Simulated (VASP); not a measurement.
# Al (P-3m1) in VASP: further runs, part 2 of 2

VASP 6.6.1.

### Step 6. Single point, PBE (the distance across one plane changed)

INCAR

```
SYSTEM = Al
ALGO = Fast
EDIFF = 1E-6
ENCUT = 520
GGA = PE
ISIF = 2
ISMEAR = 0
LASPH = .True.
LCHARG = .True.
LELF = .True.
LREAL = .False.
LVHAR = .True.
LWAVE = .False.
NBANDS = 18
NELM = 80
PREC = Accurate
SIGMA = 0.15
```

KPOINTS

```
k-points
0
Gamma
  19 19 4
  0 0 0
```

POSCAR

```
Al
1.0
    2.0239800000     -2.0239800000      0.0000000000
    2.0239800000      0.0000000000     -2.0239800000
   11.5600216151     11.5600216151     11.5600216151
Al
6
Direct
    0.6666666667      0.6666666667      0.0583498103
    0.0000000000      0.0000000000      0.6419646360
    0.3333333333      0.3333333333      0.1750727754
    0.6666666667      0.6666666667      0.4085187057
    0.0000000000      0.0000000000      0.2917957406
    0.3333333333      0.3333333333      0.5252416708
```

Potentials or basis: VASP PAW PBE potentials, release 64 (Al).

On the command line:

```bash
> cat potpaw_PBE.64/Al/POTCAR > POTCAR
> mpirun -np 1 vasp_std > vasp.out
```

OUTCAR:

```text
SYSTEM = Al
   EDIFF = 1E-6
   ENCUT = 520
   GGA = PE
   ISIF = 2
   ISMEAR = 0
   LASPH = .True.
   LREAL = .False.
   NELM = 80
   PREC = Accurate

 ion  position               nearest neighbor table
   1  0.667  0.667  0.058-   3 2.86   3 2.86   3 2.86
   2  0.000  0.000  0.642-   6 2.86   6 2.86   6 2.86
   3  0.333  0.333  0.175-   1 2.86   1 2.86   1 2.86   5 2.86   5 2.86   5 2.86
   4  0.667  0.667  0.409-   5 2.86   6 2.86   6 2.86   5 2.86   5 2.86   6 2.86
   5  0.000  0.000  0.292-   4 2.86   4 2.86   4 2.86   3 2.86   3 2.86   3 2.86
   6  0.333  0.333  0.525-   4 2.86   4 2.86   4 2.86   2 2.86   2 2.86   2 2.86

  LATTYP: Found a hexagonal cell.
 ALAT       =     2.8623399660
 C/A-ratio  =     6.9951665462

  Lattice vectors:

 A1 = (  -2.0239800000,   0.0000000000,   2.0239800000)
 A2 = (   2.0239800000,  -2.0239800000,  -0.0000000000)
 A3 = (  11.5600216151,  11.5600216151,  11.5600216151)

Analysis of symmetry for initial positions (statically):
=====================================================================
 Subroutine PRICEL returns:
 Original cell was already a primitive cell.

 Routine SETGRP: Setting up the symmetry group for a
 hexagonal supercell.

 Subroutine GETGRP returns: Found 12 space group operations
 (whereof  6 operations were pure point group operations)
 out of a pool of 24 trial point group operations.

The static configuration has the point symmetry C_3v.
 The point group associated with its full space group is D_3d.

Analysis of symmetry for dynamics (positions and initial velocities):
=====================================================================
 Subroutine PRICEL returns:
 Original cell was already a primitive cell.

 Routine SETGRP: Setting up the symmetry group for a
 hexagonal supercell.

 Subroutine GETGRP returns: Found 12 space group operations
 (whereof  6 operations were pure point group operations)
 out of a pool of 24 trial point group operations.

The dynamic configuration has the point symmetry C_3v.
 The point group associated with its full space group is D_3d.

 Subroutine INISYM returns: Found 12 space group operations
 (whereof  6 operations are pure point group operations),
 and found     1 'primitive' translations

----------------------------------------------------------------------------------------

                                     Primitive cell

  volume of cell :     142.0667

  direct lattice vectors                    reciprocal lattice vectors
     2.023980000 -2.023980000  0.000000000     0.164692009 -0.329384019  0.164692009
     2.023980000  0.000000000 -2.023980000     0.164692009  0.164692009 -0.329384019
    11.560021615 11.560021615 11.560021615     0.028835010  0.028835010  0.028835010

  length of vectors
     2.862339966  2.862339966 20.022544774     0.403411388  0.403411388  0.049943702

  position of ions in fractional coordinates (direct lattice)
     0.666666667  0.666666667  0.058349810
     0.000000000  0.000000000  0.641964636
     0.333333333  0.333333333  0.175072775
     0.666666667  0.666666667  0.408518706
     0.000000000  0.000000000  0.291795741
     0.333333333  0.333333333  0.525241671

[... 30 lines left out ...]
 Subroutine IBZKPT returns following result:
 ===========================================

 Found    150 irreducible k-points:

 Following reciprocal coordinates:
            Coordinates               Weight
  0.000000  0.000000  0.000000      1.000000
  0.052632  0.000000  0.000000      6.000000
  0.105263  0.000000  0.000000      6.000000
  0.157895  0.000000  0.000000      6.000000
  0.210526  0.000000  0.000000      6.000000
  0.263158  0.000000  0.000000      6.000000
[... 16 lines left out ...]
  0.368421  0.105263  0.000000     12.000000
  0.421053  0.105263  0.000000     12.000000
 [... further k-points ...]
   k-points           NKPTS =    150   k-points in BZ     NKDIM =    150   number of bands    NBANDS=     18
   number of dos      NEDOS =    301   number of ions     NIONS =      6
   total plane-waves  NPLWV =  86400
   dimension x,y,z NGX =    24 NGY =   24 NGZ =  150
   dimension x,y,z NGXF=    48 NGYF=   48 NGZF=  300
   ions per type =               6
   NGX,Y,Z   is equivalent  to a cutoff of  13.94, 13.94, 12.45 a.u.
   NGXF,Y,Z  is equivalent  to a cutoff of  27.88, 27.88, 24.91 a.u.
 SYSTEM =  Al
   PREC   = accura    normal or accurate (medium, high low for compatibility)
   ISTART =      0    job   : 0-new  1-cont  2-samecut
   ICHARG =      2    charge: 1-file 2-atom 10-const
   ISPIN  =      1    spin polarized calculation?
   LNONCOLLINEAR =      F non collinear calculations
   LSORBIT =      F    spin-orbit coupling
   LASPH  =      T    aspherical Exc in radial PAW
   ENCUT  =  520.0 eV  38.22 Ry    6.18 a.u.   5.32  5.32 37.23*2*pi/ulx,y,z
   NELM   =     80;   NELMIN=  2; NELMDL= -5     # of ELM steps
   EDIFF  = 0.1E-05   stopping-criterion for ELM
   LREAL  =      F    real-space projection
   EDIFFG = 0.1E-04   stopping-criterion for IOM
   NSW    =      0    number of steps for IOM
   IBRION =     -1    ionic relax: 0-MD 1-quasi-New 2-CG
   NFREE  =      0    steps in history (QN), initial steepest desc. (CG)
   ISIF   =      2    stress and relaxation
   ISYM   =      2    0-nonsym 1-usesym 2-fastsym
   POTIM  = 0.5000    time-step for ionic-motion
   TEBEG  =    0.0;   TEEND  =   0.0 temperature during run
   PSTRESS=    0.0 pullay stress
   NELECT =      18.0000    total number of electrons
   NUPDOWN=      -1.0000    fix difference up-down
   EMIN   =  10.00;   EMAX   =-10.00  energy-range for DOS
   EFERMI =   0.00;   METHOD = LEGACY
   ISMEAR =     0;   SIGMA  =   0.15  broadening in eV -4-tet -1-fermi 0-gaus
   EFERMI_NEDOS =   21; number of points for ismear=-14 and -15
   IALGO  =     68    algorithm
   IMIX   =      4    mixing-type and parameters
     AMIX     =   0.40;   BMIX     =  1.00
     AMIX_MAG =   1.60;   BMIX_MAG =  1.00
  volume/ion in A,a.u.               =      23.68       159.79
  Fermi-wavevector in a.u.,A,eV,Ry     =   0.822246  1.553819  9.198733  0.676088
  Thomas-Fermi vector in A             =   1.933547
   LORBIT       =      0    0 simple, 1 ext, 2 COOP (PROOUT), +10 PAW based schemes
   GGA     = PE    functional components
   LHFCALC =     F    Hartree Fock is set to
   AEXX    =    0.0000 exact exchange contribution
   IVDW    =     0    specifies the selected vdW correction
   LEPSILON=     F    determine dielectric tensor
   LRPA    =     F    only Hartree local field effects (RPA)
 non-spin polarized calculation
 RMM-DIIS sequential band-by-band and
 Gauss-broadening in eV      SIGMA  =   0.15
  energy-cutoff  :      520.00
  volume of cell :      142.07
 maximum number of plane-waves:      3867
 NGX is ok and might be reduce to    24
   NGX = 11   NGY = 11   NGZ = 75

 number of electron      18.0000000 magnetization

 Free energy of the ion-electron system (eV)
  ---------------------------------------------------
  ext. energy  EPLUGINS =         0.00000000
  ---------------------------------------------------
  free energy    TOTEN  =       -21.75135800 eV

  energy without entropy =      -21.71540714  energy(sigma->0) =      -21.73338257

 E-fermi :   4.4097     XC(G=0):  -7.9419

 val. band max:        4.4062895301   @ k =   0.3158   0.1579  -0.0000
 cond. band min:       4.4126620608   @ k =   0.3684   0.1053   0.2500
 fundamental gap:      0.0063725306
 Fermi energy:         4.4096994829

 k-point     1 :       0.0000    0.0000    0.0000
  band No.  band energies     occupation
      1      -6.5144      2.00000
      2      -6.0222      2.00000
      3      -5.2090      2.00000
      4      -4.1015      2.00000
      5      -2.7114      2.00000
      6      -1.0351      2.00000
[... 481 lines left out ...]
      5       0.6227      2.00000
      6       2.1949      2.00000
[... 10 lines left out ...]
     17       8.6032      0.00000
     18       9.2157      0.00000

 [... further k-points ...]
[... 5 lines left out ...]
  --------------------------------------------------------------------------------------
  -------------------------------------------------------------------------------------
  Total       -0.9877111     -0.9877111     -0.9877111      0.5577303      0.5577303      0.5577303
  in kB      -11.1390511    -11.1390511    -11.1390511      6.2898820      6.2898820      6.2898820
  external PRESSURE =     -11.1390511 kB  Pullay stress =       0.0000000 kB

 VOLUME and BASIS-vectors are now :
 -----------------------------------------------------------------------------
  energy-cutoff  :      520.00
  volume of cell :      142.07
      direct lattice vectors                 reciprocal lattice vectors
     2.023980000 -2.023980000  0.000000000     0.164692009 -0.329384019  0.164692009
     2.023980000  0.000000000 -2.023980000     0.164692009  0.164692009 -0.329384019
    11.560021615 11.560021615 11.560021615     0.028835010  0.028835010  0.028835010

 POSITION                                       TOTAL-FORCE (eV/Angst)
 -----------------------------------------------------------------------------------
      3.37317     -0.67479     -0.67479        -0.022097     -0.022097     -0.022097
      7.42113      7.42113      7.42113         0.022097      0.022097      0.022097
      3.37317      1.34919      1.34919         0.028899      0.028899      0.028899
      7.42113      3.37317      3.37317         0.012162      0.012162      0.012162
      3.37317      3.37317      3.37317        -0.012162     -0.012162     -0.012162
      7.42113      5.39715      5.39715        -0.028899     -0.028899     -0.028899
 -----------------------------------------------------------------------------------
    total drift:                                0.000009      0.000009      0.000009

  FREE ENERGIE OF THE ION-ELECTRON SYSTEM (eV)
  ---------------------------------------------------
  free  energy   TOTEN  =       -21.7513580003 eV

  energy  without entropy=      -21.7154071388  energy(sigma->0) =      -21.73338257
```

OSZICAR:

```text
N       E                     dE             d eps       ncg     rms          rms(c)
DAV:   1     0.241598462182E+02    0.24160E+02   -0.60178E+03  5400   0.766E+02
DAV:   2    -0.204530055811E+02   -0.44613E+02   -0.41850E+02  6926   0.111E+02
DAV:   3    -0.223934659807E+02   -0.19405E+01   -0.19013E+01  7702   0.210E+01
DAV:   4    -0.224597258159E+02   -0.66260E-01   -0.66191E-01  8252   0.448E+00
DAV:   5    -0.224616953514E+02   -0.19695E-02   -0.19695E-02  7962   0.680E-01    0.345E+00
RMM:   6    -0.224672872194E+02   -0.55919E-02   -0.10467E+00  6470   0.193E+00    0.259E+00
RMM:   7    -0.218454715401E+02    0.62182E+00   -0.18004E-01  6140   0.102E+00    0.152E+00
RMM:   8    -0.217587629037E+02    0.86709E-01   -0.99961E-02  6376   0.102E+00    0.395E-01
RMM:   9    -0.217513621449E+02    0.74008E-02   -0.15880E-02  7027   0.517E-01    0.194E-01
RMM:  10    -0.217496741361E+02    0.16880E-02   -0.43128E-03  6895   0.302E-01    0.849E-02
RMM:  11    -0.217499797707E+02   -0.30563E-03   -0.24442E-03  6869   0.195E-01    0.343E-02
RMM:  12    -0.217509472692E+02   -0.96750E-03   -0.94967E-04  7013   0.129E-01    0.182E-02
RMM:  13    -0.217513322559E+02   -0.38499E-03   -0.27774E-04  7096   0.838E-02    0.787E-03
RMM:  14    -0.217513581962E+02   -0.25940E-04   -0.96224E-05  6926   0.497E-02    0.906E-03
RMM:  15    -0.217513589025E+02   -0.70628E-06   -0.20703E-05  6909   0.207E-02    0.124E-02
RMM:  16    -0.217513580003E+02    0.90215E-06   -0.24042E-06  5317   0.765E-03
   1 F= -.21751358E+02 E0= -.21733383E+02  d E =-.359509E-01
```

Wall time 7.1 min (1 thread of Intel Xeon Platinum 8488C (Sapphire Rapids), shared host); peak memory 0.45 GiB.

Results:

- Free energy: -21.7514 eV
- Largest force: 0.050 eV/Å
- Band gap on the k mesh: zero (bands 9 and 10 overlap by 3.34 eV)

Forces on the atoms (eV/Å):
```
Al  -0.022 -0.022 -0.022
Al   0.022  0.022  0.022
Al   0.029  0.029  0.029
Al   0.012  0.012  0.012
Al  -0.012 -0.012 -0.012
Al  -0.029 -0.029 -0.029
```

Caveat: the cell differs from its parent crystal (the distance across one plane changed); there is no dipole correction, which matters where the two faces differ.

### Step 7. Summary

```tsv
cell	further INCAR settings	gap on the mesh (eV)	pressure (GPa)	largest force (eV/Å)
a = 2.862, b = 2.862, c = 15.523 Å, angles 90.0, 90.0, 60.0°, 6 atoms	ALGO = Fast; EDIFF = 1e-07; NBANDS = 18	none	-1.8	0.28
a = 2.862, b = 2.862, c = 16.023 Å, angles 90.0, 90.0, 60.0°, 6 atoms	ALGO = Fast; EDIFF = 1e-07; NBANDS = 18	none	-1.6	0.16
a = 2.862, b = 2.862, c = 17.023 Å, angles 90.0, 90.0, 60.0°, 6 atoms	ALGO = Fast; EDIFF = 1e-06; NBANDS = 18	none	-1.4	0.06
a = 2.862, b = 2.862, c = 18.523 Å, angles 90.0, 90.0, 60.0°, 6 atoms	ALGO = Fast; EDIFF = 1e-06; NBANDS = 18	none	-1.2	0.05
a = 2.862, b = 2.862, c = 20.023 Å, angles 90.0, 90.0, 60.0°, 6 atoms	ALGO = Fast; EDIFF = 1e-06; NBANDS = 18	none	-	0.05
```

Alike in all rows: task single point; level PBE; potentials or basis VASP PAW PBE potentials, release 64 (Al); no spin polarisation; k mesh 19 × 19 × 4; cutoff (eV) 520; smearing gaussian 0.15 eV.

Caveats: there is no dipole correction, which matters where the two faces differ (at least some runs).

Total energies depend on the potentials used, so only differences within one code and one set of settings carry meaning.
